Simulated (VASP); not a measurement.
# Sc4SiN (F-43m) in VASP: a series of runs, part 2 of 2

VASP 6.6.1. The steps go on from the part before.

**4. Relaxation of cell and atoms, PBE**

The input, INCAR:

```
PREC = Accurate
ENCUT = 600
EDIFF = 1E-7
ISMEAR = 0
SIGMA = 0.1
LREAL = F
LASPH = T
NELM = 120
ALGO = Normal
ISIF = 3
LWAVE = F
LCHARG = F
GGA = PE
IBRION = 2
NSW = 100
EDIFFG = -0.01
GGA_COMPAT = F
NELMIN = 4
```

The input, KPOINTS:

```
regular mesh
0
Gamma
  8 8 8
```

The input, POSCAR:

```
Sc4SiN
1.0
    0.0000000000      4.4137508375      4.4137508375
    4.4137508375      0.0000000000      4.4137508375
    4.4137508375      4.4137508375      0.0000000000
Sc Si N
4 1 1
Direct
    0.8697935705      0.8697935705      0.3906192884
    0.8697935705      0.3906192884      0.8697935705
    0.3906192884      0.8697935705      0.8697935705
    0.8697935705      0.8697935705      0.8697935705
    0.5000000000      0.5000000000      0.5000000000
    0.0000000000      0.0000000000      0.0000000000
```

Potentials or basis: VASP PAW PBE potentials, release 64 (Sc_sv, Si, N).

Command:

```sh
> cat potpaw_PBE.64/Sc_sv/POTCAR potpaw_PBE.64/Si/POTCAR potpaw_PBE.64/N/POTCAR > POTCAR
> mpirun -np 1 vasp_std > vasp.out
```

OUTCAR:

```text
PREC = Accurate
   ENCUT = 600
   EDIFF = 1E-7
   ISMEAR = 0
   LREAL = F
   LASPH = T
   NELM = 120
   ISIF = 3
   GGA = PE
   IBRION = 2
   NSW = 100
   EDIFFG = -0.01
   NELMIN = 4

 ion  position               nearest neighbor table
   1  0.870  0.870  0.391-   6 1.99   3 2.99   4 2.99   2 2.99   3 3.25   2 3.25   4 3.25
   2  0.870  0.391  0.870-   6 1.99   3 2.99   4 2.99   1 2.99   3 3.25   1 3.25   4 3.25
   3  0.391  0.870  0.870-   6 1.99   2 2.99   4 2.99   1 2.99   2 3.25   1 3.25   4 3.25
   4  0.870  0.870  0.870-   6 1.99   2 2.99   3 2.99   1 2.99   2 3.25   1 3.25   3 3.25
   5  0.500  0.500  0.500-
   6  0.000  0.000  0.000-   1 1.99   2 1.99   3 1.99   4 1.99

  LATTYP: Found a face centered cubic cell.
 ALAT       =     8.8275016750

  Lattice vectors:

 A1 = (   0.0000000000,   4.4137508375,   4.4137508375)
 A2 = (   4.4137508375,   0.0000000000,   4.4137508375)
 A3 = (   4.4137508375,   4.4137508375,   0.0000000000)

Analysis of symmetry for initial positions (statically):
=====================================================================
 Subroutine PRICEL returns:
 Original cell was already a primitive cell.

 Routine SETGRP: Setting up the symmetry group for a
 face centered cubic supercell.

 Subroutine GETGRP returns: Found 24 space group operations
 (whereof 24 operations were pure point group operations)
 out of a pool of 48 trial point group operations.

The static configuration has the point symmetry T_d .

Analysis of symmetry for dynamics (positions and initial velocities):
=====================================================================
 Subroutine PRICEL returns:
 Original cell was already a primitive cell.

 Routine SETGRP: Setting up the symmetry group for a
 face centered cubic supercell.

 Subroutine GETGRP returns: Found 24 space group operations
 (whereof 24 operations were pure point group operations)
 out of a pool of 48 trial point group operations.

The dynamic configuration has the point symmetry T_d .

 Subroutine INISYM returns: Found 24 space group operations
 (whereof 24 operations are pure point group operations),
 and found     1 'primitive' translations

----------------------------------------------------------------------------------------

                                     Primitive cell

  volume of cell :     171.9703

  direct lattice vectors                    reciprocal lattice vectors
     0.000000000  4.413750838  4.413750838    -0.113282335  0.113282335  0.113282335
     4.413750838  0.000000000  4.413750838     0.113282335 -0.113282335  0.113282335
     4.413750838  4.413750838  0.000000000     0.113282335  0.113282335 -0.113282335

  length of vectors
     6.241986295  6.241986295  6.241986295     0.196210759  0.196210759  0.196210759

  position of ions in fractional coordinates (direct lattice)
     0.869793571  0.869793571  0.390619288
     0.869793571  0.390619288  0.869793571
     0.390619288  0.869793571  0.869793571
     0.869793571  0.869793571  0.869793571
     0.500000000  0.500000000  0.500000000
     0.000000000  0.000000000  0.000000000

  ion indices of the primitive-cell ions
   primitive index   ion index
[... 34 lines left out ...]
            Coordinates               Weight
  0.000000  0.000000  0.000000      1.000000
  0.125000  0.000000  0.000000      8.000000
  0.250000  0.000000  0.000000      8.000000
  0.375000  0.000000  0.000000      8.000000
  0.500000  0.000000  0.000000      4.000000
  0.125000  0.125000  0.000000      6.000000
[... 16 lines left out ...]
  0.500000  0.250000  0.125000     48.000000
 -0.375000  0.250000  0.125000     24.000000
 [... further k-points ...]
   k-points           NKPTS =     29   k-points in BZ     NKDIM =     29   number of bands    NBANDS=     31
   number of dos      NEDOS =    301   number of ions     NIONS =      6
   total plane-waves  NPLWV = 125000
   dimension x,y,z NGX =    50 NGY =   50 NGZ =   50
   dimension x,y,z NGXF=   100 NGYF=  100 NGZF=  100
   ions per type =               4   1   1
   NGX,Y,Z   is equivalent  to a cutoff of  13.32, 13.32, 13.32 a.u.
   NGXF,Y,Z  is equivalent  to a cutoff of  26.63, 26.63, 26.63 a.u.
 SYSTEM =  unknown system
   PREC   = accura    normal or accurate (medium, high low for compatibility)
   ISTART =      0    job   : 0-new  1-cont  2-samecut
   ICHARG =      2    charge: 1-file 2-atom 10-const
   ISPIN  =      1    spin polarized calculation?
   LNONCOLLINEAR =      F non collinear calculations
   LSORBIT =      F    spin-orbit coupling
   LASPH  =      T    aspherical Exc in radial PAW
   ENCUT  =  600.0 eV  44.10 Ry    6.64 a.u.  12.47 12.47 12.47*2*pi/ulx,y,z
   NELM   =    120;   NELMIN=  4; NELMDL= -5     # of ELM steps
   EDIFF  = 0.1E-06   stopping-criterion for ELM
   LREAL  =      F    real-space projection
   EDIFFG = -.1E-01   stopping-criterion for IOM
   NSW    =    100    number of steps for IOM
   IBRION =      2    ionic relax: 0-MD 1-quasi-New 2-CG
   NFREE  =      1    steps in history (QN), initial steepest desc. (CG)
   ISIF   =      3    stress and relaxation
   ISYM   =      2    0-nonsym 1-usesym 2-fastsym
   POTIM  = 0.5000    time-step for ionic-motion
   TEBEG  =    0.0;   TEEND  =   0.0 temperature during run
   PSTRESS=    0.0 pullay stress
   NELECT =      53.0000    total number of electrons
   NUPDOWN=      -1.0000    fix difference up-down
   EMIN   =  10.00;   EMAX   =-10.00  energy-range for DOS
   EFERMI =   0.00;   METHOD = LEGACY
   ISMEAR =     0;   SIGMA  =   0.10  broadening in eV -4-tet -1-fermi 0-gaus
   EFERMI_NEDOS =   21; number of points for ismear=-14 and -15
   IALGO  =     38    algorithm
   IMIX   =      4    mixing-type and parameters
     AMIX     =   0.40;   BMIX     =  1.00
     AMIX_MAG =   1.60;   BMIX_MAG =  1.00
  volume/ion in A,a.u.               =      28.66       193.42
  Fermi-wavevector in a.u.,A,eV,Ry     =   1.105815  2.089687 16.637556  1.222826
  Thomas-Fermi vector in A             =   2.242307
   LORBIT       =      0    0 simple, 1 ext, 2 COOP (PROOUT), +10 PAW based schemes
   GGA     = PE    functional components
   LHFCALC =     F    Hartree Fock is set to
   AEXX    =    0.0000 exact exchange contribution
   IVDW    =     0    specifies the selected vdW correction
   LEPSILON=     F    determine dielectric tensor
   LRPA    =     F    only Hartree local field effects (RPA)
 conjugate gradient relaxation of ions
 non-spin polarized calculation
 Gauss-broadening in eV      SIGMA  =   0.10
  energy-cutoff  :      600.00
  volume of cell :      171.97
 maximum number of plane-waves:      5773
 NGX is ok and might be reduce to    50
   NGX = 25   NGY = 25   NGZ = 25

--------------------------------------- Ionic step        1  -------------------------------------------

 number of electron      53.0000004 magnetization

 Free energy of the ion-electron system (eV)
  ---------------------------------------------------
  ext. energy  EPLUGINS =         0.00000000
  ---------------------------------------------------
  free energy    TOTEN  =       -37.26754657 eV

  energy without entropy =      -37.20550035  energy(sigma->0) =      -37.23652346

------------------------ aborting loop because EDIFF is reached ----------------------------------------

  FORCE on cell =-STRESS in cart. coord.  units (eV):
  Direction    XX          YY          ZZ          XY          YZ          ZX
  --------------------------------------------------------------------------------------
  -------------------------------------------------------------------------------------
  Total        0.2185589      0.2185589      0.2185589      0.0000000     -0.0000000      0.0000000
  in kB        2.0362247      2.0362247      2.0362247      0.0000000     -0.0000000      0.0000000
  external PRESSURE =       2.0362247 kB  Pullay stress =       0.0000000 kB
[... 67 lines left out ...]
--------------------------------------- Ionic step        3  -------------------------------------------

 number of electron      53.0000005 magnetization

 Free energy of the ion-electron system (eV)
  ---------------------------------------------------
  ext. energy  EPLUGINS =         0.00000000
  ---------------------------------------------------
  free energy    TOTEN  =       -37.26820264 eV

  energy without entropy =      -37.20605414  energy(sigma->0) =      -37.23712839

 E-fermi :   2.4176     XC(G=0):  -8.3994

 val. band max:        2.4130414133   @ k =   0.5000   0.3750   0.1250
 cond. band min:       2.4238084153   @ k =  -0.3750   0.2500   0.1250
 fundamental gap:      0.0107670020
 Fermi energy:         2.4175966974

 k-point     1 :       0.0000    0.0000    0.0000
  band No.  band energies     occupation
      1     -47.6125      2.00000
      2     -47.5315      2.00000
      3     -47.5315      2.00000
      4     -47.5315      2.00000
      5     -26.6050      2.00000
      6     -26.4043      2.00000
[... 805 lines left out ...]
     30       2.9867      0.00000
     31       3.0984      0.00000

 [... further k-points ...]
[... 5 lines left out ...]
  --------------------------------------------------------------------------------------
  -------------------------------------------------------------------------------------
  Total        0.0206373      0.0206373      0.0206373     -0.0000000     -0.0000000      0.0000000
  in kB        0.1916834      0.1916834      0.1916834     -0.0000000     -0.0000000      0.0000000
  external PRESSURE =       0.1916834 kB  Pullay stress =       0.0000000 kB
[... 21 lines left out ...]
  FREE ENERGIE OF THE ION-ELECTRON SYSTEM (eV)
  ---------------------------------------------------
  free  energy   TOTEN  =       -37.2682026359 eV

  energy  without entropy=      -37.2060541376  energy(sigma->0) =      -37.23712839

 reached required accuracy - stopping structural energy minimisation
```

OSZICAR:

```text
N       E                     dE             d eps       ncg     rms          rms(c)
DAV:   1     0.112037350023E+04    0.11204E+04   -0.24539E+04  1798   0.182E+03
DAV:   2     0.840275271232E+02   -0.10363E+04   -0.10293E+04  2846   0.764E+02
DAV:   3    -0.380968627960E+02   -0.12212E+03   -0.12076E+03  3100   0.336E+02
[... 32 lines left out ...]
DAV:   5    -0.372682002344E+02   -0.13826E-05   -0.18292E-05  2845   0.375E-02    0.104E-02
DAV:   6    -0.372682025113E+02   -0.22769E-05   -0.40285E-06  2582   0.159E-02    0.253E-03
DAV:   7    -0.372682028496E+02   -0.33839E-06   -0.59427E-07  1999   0.655E-03    0.639E-04
DAV:   8    -0.372682027247E+02    0.12494E-06   -0.61278E-08  1326   0.381E-03    0.365E-04
DAV:   9    -0.372682026359E+02    0.88833E-07   -0.36421E-08  1277   0.256E-03
   3 F= -.37268203E+02 E0= -.37237128E+02  d E =-.656066E-03
```

Run time: 5.1 min. Hardware: 1 thread of Intel Xeon 6975P-C (Granite Rapids), shared host; peak memory 0.47 GiB.

Results:

| Item | Value |
| --- | --- |
| Free energy | -37.2682 eV |
| Relaxed volume | 28.75 Å³/atom |
| Relaxed cell | a = 6.248 Å, b = 6.248 Å, c = 6.248 Å, α = 60.00°, β = 60.00°, γ = 60.00° |
| Space group after relaxing (to 0.05 Å) | F-43m (No. 216) |
| Energy gained by relaxing | 0.1 meV/atom |
| Ionic steps | 3 |
| Pressure after relaxing | 0.0 GPa |
| Largest force after relaxing | 0.008 eV/Å |

Forces in eV/Å, atoms in the order of the input:
```
Sc  -0.005 -0.005  0.005
Sc  -0.005  0.005 -0.005
Sc   0.005 -0.005 -0.005
Sc   0.005  0.005  0.005
Si   0.000  0.000  0.000
N    0.000  0.000  0.000
```

The path:
| step | energy change (eV) | largest force (eV/Å) | pressure (GPa) | volume (Å³) |
| --- | --- | --- | --- | --- |
| 1 | 0.0000 | 0.0763 | 0.20 | 171.97 |
| 2 | -0.0003 | 0.0686 | -0.11 | 172.88 |
| 3 | -0.0007 | 0.0082 | 0.02 | 172.50 |

Final structure:
```xyz
6
Lattice="0.0000 4.4182 4.4182 4.4182 0.0000 4.4182 4.4182 4.4182 0.0000" Properties=species:S:1:pos:R:3 pbc="T T T"
Sc    5.5700    5.5700    7.6847
Sc    5.5700    7.6847    5.5700
Sc    7.6847    5.5700    5.5700
Sc    7.6847    7.6847    7.6847
Si    4.4182    4.4182    4.4182
N     0.0000    0.0000    0.0000
```

Levels at points of the mesh, in eV from the Fermi level:
| k point | band 23 | band 24 | band 25 | band 26 | band 27 | band 28 | band 29 | band 30 |
| --- | --- | --- | --- | --- | --- | --- | --- | --- |
| (0.00, 0.00, 0.00) | -1.48 | -1.48 | -1.24 | -0.21 | 0.11 | 0.11 | 0.12 | 0.12 |
| (0.50, 0.00, 0.00) | -1.40 | -1.40 | -0.68 | -0.26 | 0.04 | 0.04 | 0.48 | 0.48 |
| (0.50, 0.50, 0.00) | -1.66 | -1.66 | -0.74 | -0.66 | 0.05 | 0.51 | 0.51 | 0.54 |

**5. Overview**

| task | cell | k mesh | gap on the mesh (eV) | pressure (GPa) | largest force (eV/Å) |
| --- | --- | --- | --- | --- | --- |
| single point | a = 6.242 Å, angles 60.0°, 6 atoms | 4 × 4 × 4 | none | 0.2 | 0.08 |
| single point | a = 6.242 Å, angles 60.0°, 6 atoms | 8 × 8 × 8 | none | 0.2 | 0.08 |
| relaxation of cell and atoms | relaxed from a = 6.242 Å, angles 60.0°, 6 atoms | 8 × 8 × 8 | none | 0.0 | 0.01 |

Alike in all rows: level PBE; potentials or basis VASP PAW PBE potentials, release 64 (Sc_sv, Si, N); no spin polarisation; cutoff (eV) 600; smearing gaussian 0.1 eV.

Total energies depend on the potentials used, so only differences within one code and one set of settings carry meaning.
